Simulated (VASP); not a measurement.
# Rh (I4/mmm) in VASP: single point with r2SCAN

Aim: the single point of Rh with r2SCAN.

Program: VASP 6.6.1. These are calculated values, not measurements. Logs are shortened: lines on timing, memory, paths and dates and some standing lists are left out, and cuts for length are marked.

## (1) The cell of the first run

Symmetry: I4/mmm, No. 139, tetragonal system. Conventional cell: a = 2.824 Å, b = 2.824 Å, c = 3.898 Å, α = 90.00°, β = 90.00°, γ = 90.00°. Within 3.7 Å of Rh (site symmetry 4/mmm) lie 12 Rh at 2.79 to 2.82 Å.

## (2) Single point, r2SCAN (strain +0.050 along x and y, +0.025 along z)

POSCAR

```
Rh
1.0
    0.0000000000      1.9966275000      1.9490887500
    1.9966275000      0.0000000000      1.9490887500
    1.9966275000      1.9966275000      0.0000000000
Rh
1
Direct
    0.0000000000      0.0000000000      0.0000000000
```

INCAR.step1

```
PREC     = Accurate       # precision mode
ENCUT    = 520            # plane-wave cutoff, eV
ISMEAR   = 0              # smearing method
SIGMA    = 0.15           # smearing width, eV
LREAL    = F              # projectors in reciprocal space
LASPH    = T              # aspherical terms in the spheres
NELM     = 100            # most SCF steps
NBANDS   = 14             # bands
GGA      = PE             # functional
ALGO     = Normal         # electronic algorithm
EDIFF    = 1E-4           # SCF threshold, eV
LWAVE    = T              # write WAVECAR
LCHARG   = F              # write CHGCAR
```

INCAR.step2

```
PREC     = Accurate       # precision mode
ENCUT    = 520            # plane-wave cutoff, eV
EDIFF    = 1E-6           # SCF threshold, eV
ISMEAR   = 0              # smearing method
SIGMA    = 0.15           # smearing width, eV
LREAL    = F              # projectors in reciprocal space
LASPH    = T              # aspherical terms in the spheres
NELM     = 100            # most SCF steps
ALGO     = Normal         # electronic algorithm
ISIF     = 2              # what is computed and relaxed
LWAVE    = F              # write WAVECAR
LCHARG   = F              # write CHGCAR
METAGGA  = R2SCAN         # meta-GGA
LMIXTAU  = T            
NBANDS   = 14             # bands
ISTART   = 1
```

KPOINTS

```
Automatic mesh
0
Gamma
  22 22 22
```

Potentials or basis: VASP PAW PBE potentials, release 64 (Rh_pv).

On the command line:

```console
$ cat potpaw_PBE.64/Rh_pv/POTCAR > POTCAR
$ cp INCAR.step1 INCAR
$ mpirun -np 1 vasp_std > vasp.out
$ cp INCAR.step2 INCAR
$ mpirun -np 1 vasp_std > vasp.out
```

OUTCAR:

```text
PREC = Accurate
   ENCUT = 520
   EDIFF = 1E-6
   ISMEAR = 0
   LREAL = F
   LASPH = T
   NELM = 100
   ISIF = 2
   METAGGA = R2SCAN
   ISTART = 1

 ion  position               nearest neighbor table
   1  0.000  0.000  0.000-

  LATTYP: Found a body centered tetragonal cell.
 ALAT       =     2.8236576895
 C/A-ratio  =     1.3805418109

  Lattice vectors:

 A1 = (   0.0000000000,  -1.9966275000,  -1.9490887500)
 A2 = (   0.0000000000,   1.9966275000,  -1.9490887500)
 A3 = (   1.9966275000,   0.0000000000,   1.9490887500)

Analysis of symmetry for initial positions (statically):
=====================================================================
 Subroutine PRICEL returns:
 Original cell was already a primitive cell.

 Routine SETGRP: Setting up the symmetry group for a
 body centered tetragonal supercell.

 Subroutine GETGRP returns: Found 16 space group operations
 (whereof 16 operations were pure point group operations)
 out of a pool of 16 trial point group operations.

The static configuration has the point symmetry D_4h.

Analysis of symmetry for dynamics (positions and initial velocities):
=====================================================================
 Subroutine PRICEL returns:
 Original cell was already a primitive cell.

 Routine SETGRP: Setting up the symmetry group for a
 body centered tetragonal supercell.

 Subroutine GETGRP returns: Found 16 space group operations
 (whereof 16 operations were pure point group operations)
 out of a pool of 16 trial point group operations.

The dynamic configuration has the point symmetry D_4h.

 Subroutine INISYM returns: Found 16 space group operations
 (whereof 16 operations are pure point group operations),
 and found     1 'primitive' translations

----------------------------------------------------------------------------------------

                                     Primitive cell

  volume of cell :      15.5402

  direct lattice vectors                    reciprocal lattice vectors
     0.000000000  1.996627500  1.949088750    -0.250422275  0.250422275  0.256530135
     1.996627500  0.000000000  1.949088750     0.250422275 -0.250422275  0.256530135
     1.996627500  1.996627500  0.000000000     0.250422275  0.250422275 -0.256530135

  length of vectors
     2.790245209  2.790245209  2.823657690     0.437298915  0.437298915  0.437298915

[... 78 lines left out ...]
   EDIFF  = 0.1E-05   stopping-criterion for ELM
   LREAL  =      F    real-space projection
   EDIFFG = 0.1E-04   stopping-criterion for IOM
   NSW    =      0    number of steps for IOM
   IBRION =     -1    ionic relax: 0-MD 1-quasi-New 2-CG
   NFREE  =      0    steps in history (QN), initial steepest desc. (CG)
   ISIF   =      2    stress and relaxation
   ISYM   =      2    0-nonsym 1-usesym 2-fastsym
   POTIM  = 0.5000    time-step for ionic-motion
   TEBEG  =    0.0;   TEEND  =   0.0 temperature during run
   PSTRESS=    0.0 pullay stress
   NELECT =      15.0000    total number of electrons
   NUPDOWN=      -1.0000    fix difference up-down
   EMIN   =  10.00;   EMAX   =-10.00  energy-range for DOS
   EFERMI =   0.00;   METHOD = LEGACY
   ISMEAR =     0;   SIGMA  =   0.15  broadening in eV -4-tet -1-fermi 0-gaus
   EFERMI_NEDOS =   21; number of points for ismear=-14 and -15
   IALGO  =     38    algorithm
   IMIX   =      4    mixing-type and parameters
     AMIX     =   0.40;   BMIX     =  1.00
     AMIX_MAG =   1.60;   BMIX_MAG =  1.00
  volume/ion in A,a.u.               =      15.54       104.87
  Fermi-wavevector in a.u.,A,eV,Ry     =   1.617906  3.057399 35.614890  2.617621
  Thomas-Fermi vector in A             =   2.712255
   LORBIT       =      0    0 simple, 1 ext, 2 COOP (PROOUT), +10 PAW based schemes
   METAGGA = R2SCAN    functional components
   LHFCALC =     F    Hartree Fock is set to
   AEXX    =    0.0000 exact exchange contribution
   IVDW    =     0    specifies the selected vdW correction
   LEPSILON=     F    determine dielectric tensor
   LRPA    =     F    only Hartree local field effects (RPA)
 non-spin polarized calculation
 Gauss-broadening in eV      SIGMA  =   0.15
  energy-cutoff  :      520.00
  volume of cell :       15.54
 maximum number of plane-waves:       436
 NGX is ok and might be reduce to    24
   NGX = 11   NGY = 11   NGZ = 11

 number of electron      15.0000003 magnetization

 Free energy of the ion-electron system (eV)
  ---------------------------------------------------
  ext. energy  EPLUGINS =         0.00000000
  ---------------------------------------------------
  free energy    TOTEN  =       -23.98863627 eV

  energy without entropy =      -23.97070413  energy(sigma->0) =      -23.97967020

 E-fermi :   9.6150     XC(G=0): -14.3004

 val. band max:        9.6148662067   @ k =   0.5000   0.3636   0.1364
 cond. band min:       9.6170106615   @ k =  -0.1364   0.3182   0.2273
 fundamental gap:      0.0021444548
 Fermi energy:         9.6150247469

 k-point     1 :       0.0000    0.0000    0.0000
  band No.  band energies     occupation
      1     -37.9502      2.00000
      2     -37.9502      2.00000
      3     -37.9379      2.00000
      4       2.3557      2.00000
      5       6.9370      2.00000
      6       6.9370      2.00000
      7       7.1593      2.00000
      8       8.5880      2.00000
      9       8.8489      2.00000
     10      26.3544      0.00000
     11      27.2126      0.00000
     12      31.1812      0.00000
     13      31.1812      0.00000
     14      31.8156      0.00000
[... 377 lines left out ...]
      1     -38.4499      2.00000
      2     -38.0319      2.00000
      3     -38.0137      2.00000
      4       4.3418      2.00000
      5       6.8562      2.00000
      6       6.9982      2.00000
      7       9.4940      1.74599
      8      10.0671      0.00002
      9      11.1373      0.00000
     10      17.7040      0.00000
     11      25.9851      0.00000
     12      27.2123      0.00000
     13      30.5594      0.00000
     14      30.5627      0.00000

 [... further k-points ...]
[... 5 lines left out ...]
  --------------------------------------------------------------------------------------
  -------------------------------------------------------------------------------------
  Total       -2.5180101     -2.5180101     -2.1273920      0.0000000     -0.0000000      0.0000000
  in kB     -259.6045765   -259.6045765   -219.3322057      0.0000000     -0.0000000      0.0000000
  external PRESSURE =    -246.1804529 kB  Pullay stress =       0.0000000 kB

 VOLUME and BASIS-vectors are now :
 -----------------------------------------------------------------------------
  energy-cutoff  :      520.00
  volume of cell :       15.54
      direct lattice vectors                 reciprocal lattice vectors
     0.000000000  1.996627500  1.949088750    -0.250422275  0.250422275  0.256530135
     1.996627500  0.000000000  1.949088750     0.250422275 -0.250422275  0.256530135
     1.996627500  1.996627500  0.000000000     0.250422275  0.250422275 -0.256530135

 POSITION                                       TOTAL-FORCE (eV/Angst)
 -----------------------------------------------------------------------------------
      0.00000      0.00000      0.00000         0.000000     -0.000000      0.000000
 -----------------------------------------------------------------------------------
    total drift:                               -0.000000      0.000000      0.000000

  FREE ENERGIE OF THE ION-ELECTRON SYSTEM (eV)
  ---------------------------------------------------
  free  energy   TOTEN  =       -23.9886362738 eV

  energy  without entropy=      -23.9707041286  energy(sigma->0) =      -23.97967020
```

OUTCAR.step1:

```text
PREC = Accurate
   ENCUT = 520
   ISMEAR = 0
   LREAL = F
   LASPH = T
[... 625 lines left out ...]

 POSITION                                       TOTAL-FORCE (eV/Angst)
 -----------------------------------------------------------------------------------
      0.00000      0.00000      0.00000        -0.000000      0.000000      0.000000
 -----------------------------------------------------------------------------------
    total drift:                               -0.000000      0.000000      0.000000

  FREE ENERGIE OF THE ION-ELECTRON SYSTEM (eV)
  ---------------------------------------------------
  free  energy   TOTEN  =        -7.1618111978 eV

  energy  without entropy=       -7.1431405630  energy(sigma->0) =       -7.15247588
```

It took 16 min on 1 thread of AMD EPYC 7R43 (Zen 3), shared host; peak memory 0.24 GiB.

Results:

```yaml
Free_energy: -23.9886 eV
Pressure: -24.6 GPa
```

Caveat: the cell differs from its parent crystal (strain +0.050 along x and y, +0.025 along z); the PAW data sets were made with another functional, which shifts forces and pressure a little.
